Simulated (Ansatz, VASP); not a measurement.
# Two plane-wave programs on In2O3

```
CELL_PARAMETERS angstrom
-5.03321 5.03321 5.03321
5.03321 -5.03321 5.03321
5.03321 5.03321 -5.03321
ATOMIC_POSITIONS crystal
In 0.50000 0.50000 0.50000
In 0.50000 0.00000 0.00000
In 0.00000 0.50000 0.00000
In 0.00000 0.00000 0.50000
In 0.25000 0.71637 0.46637
In 0.75000 0.78363 0.03363
In 0.46637 0.25000 0.71637
In 0.03363 0.75000 0.78363
In 0.71637 0.46637 0.25000
In 0.78363 0.03363 0.75000
In 0.75000 0.28363 0.53363
In 0.25000 0.21637 0.96637
In 0.53363 0.75000 0.28363
In 0.96637 0.25000 0.21637
In 0.28363 0.53363 0.75000
In 0.21637 0.96637 0.25000
O 0.53625 0.77204 0.54446
O 0.72758 0.99179 0.95554
O 0.96375 0.50821 0.23578
O 0.77242 0.72796 0.26422
O 0.54446 0.53625 0.77204
O 0.95554 0.72758 0.99179
O 0.23578 0.96375 0.50821
O 0.26422 0.77242 0.72796
O 0.77204 0.54446 0.53625
O 0.99179 0.95554 0.72758
O 0.50821 0.23578 0.96375
O 0.72796 0.26422 0.77242
O 0.46375 0.22796 0.45554
O 0.27242 0.00821 0.04446
O 0.03625 0.49179 0.76422
O 0.22758 0.27204 0.73578
O 0.45554 0.46375 0.22796
O 0.04446 0.27242 0.00821
O 0.76422 0.03625 0.49179
O 0.73578 0.22758 0.27204
O 0.22796 0.45554 0.46375
O 0.00821 0.04446 0.27242
O 0.49179 0.76422 0.03625
O 0.27204 0.73578 0.22758
```

Alike in both runs: functional LDA; k mesh 2 × 2 × 2; no spin polarisation.

Ansatz relaxed the structure, and its values are those at the end. VASP's run is a single point on that final structure, the one shown.

|  | VASP | Ansatz |
| --- | --- | --- |
| version | VASP 6.6.1 | Ansatz 0.2.0 |
| potentials or method | VASP PAW LDA potentials, release 64 (In_d, O) | scalar-relativistic, plane waves, PAW |
| plane-wave cutoff (eV) | 520 | 420 |
| occupations | gaussian, width 0.01 eV | fixed |
| valence electrons in the cell | 352 | 352 |

```csv
,VASP,Ansatz,Ansatz less VASP
gap on the k mesh at the Fermi level (eV),1.18,1.16,-0.018
least direct gap on the mesh (eV),1.18,1.16,-0.018
pressure (GPa),0.4,-0.3,-0.70
rms of the force components (eV/Å),0.007,0.001,-0.0057
```

LDA's correlation is that of Perdew and Zunger in VASP and of Perdew and Wang (1992) in Ansatz. Ansatz's warnings: stress scf threshold loose.

The k mesh is coarse, so the values compare programs but aren't converged.
